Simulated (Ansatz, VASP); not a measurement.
## One calculation of BN, two programs

Contents of INCAR:

```
PREC = Accurate ; ENCUT = 520
EDIFF = 1E-7 ; ISMEAR = 0
SIGMA = 0.05 ; LREAL = False
LASPH = True ; NELM = 60
ALGO = Normal ; ISIF = 2
LWAVE = False ; LCHARG = True
GGA = PE ; LELF = True
LVHAR = True ; NBANDS = 16
```

File KPOINTS:

```
Automatic mesh
0
Gamma
  12 12 4
```

File POSCAR:

```
BN
1.0
    2.5121751215      0.0000000000      0.0000000000
   -1.2560875608      2.1756074740      0.0000000000
    0.0000000000      0.0000000000      8.3436910039
B N
2 2
Direct
    0.3333333333      0.6666666667      0.2500000000
    0.6666666667      0.3333333333      0.7500000000
    0.2797995173      0.8129237720      0.7500000000
    0.6666666667      0.3333333333      0.2500000000
```

Input for Ansatz:

```yaml
crystal:
  lattice:
    - [2.5121751215, 0.0, 0.0]
    - [-1.2560875608, 2.175607474, 0.0]
    - [0.0, 0.0, 8.3436910039]
  atoms:
    - { symbol: B, position: [0.3333333333, 0.6666666667, 0.25] }
    - { symbol: B, position: [0.6666666667, 0.3333333333, 0.75] }
    - { symbol: "N", position: [0.2797995173, 0.812923772, 0.75] }
    - { symbol: "N", position: [0.6666666667, 0.3333333333, 0.25] }
basis:
  ecutwfc: 420
kpoints:
  mp_grid: { grid: [12, 12, 4] }
hamiltonian:
  xc: pbe
scf:
  occupations: { method: gaussian, width: 0.05 }
output:
  forces: true
  stress: true
  eigenvalues: true
  write_density: true
  write_potential: true
  elf: true
  volumetric_format: npy
```

Alike in both runs: task single point; functional PBE; k mesh 12 × 12 × 4; occupations gaussian, width 0.05 eV; no spin polarisation.

```csv
,VASP,Ansatz
version,VASP 6.6.1,Ansatz 0.2.0
potentials or method,"VASP PAW PBE potentials, release 64 (B, N), cutoff 520 eV","scalar-relativistic, plane waves, PAW"
valence electrons in the cell,16,16
```

VASP gave:

- gap on the k mesh at the Fermi level (eV): 1.87
- least direct gap on the mesh (eV): 2.54
- pressure (GPa): 20.7
- traceless stress, the component that is largest in VASP (GPa): 27.66
- rms of the force components (eV/Å): 5.714

What did Ansatz give for the same quantities?

gap on the k mesh at the Fermi level (eV): 1.89; least direct gap on the mesh (eV): 2.55; pressure (GPa): 20.7; traceless stress, the component that is largest in VASP (GPa): 27.54; rms of the force components (eV/Å): 5.680.

Atom by atom the forces differ by 0.042 eV/Å (rms over components).
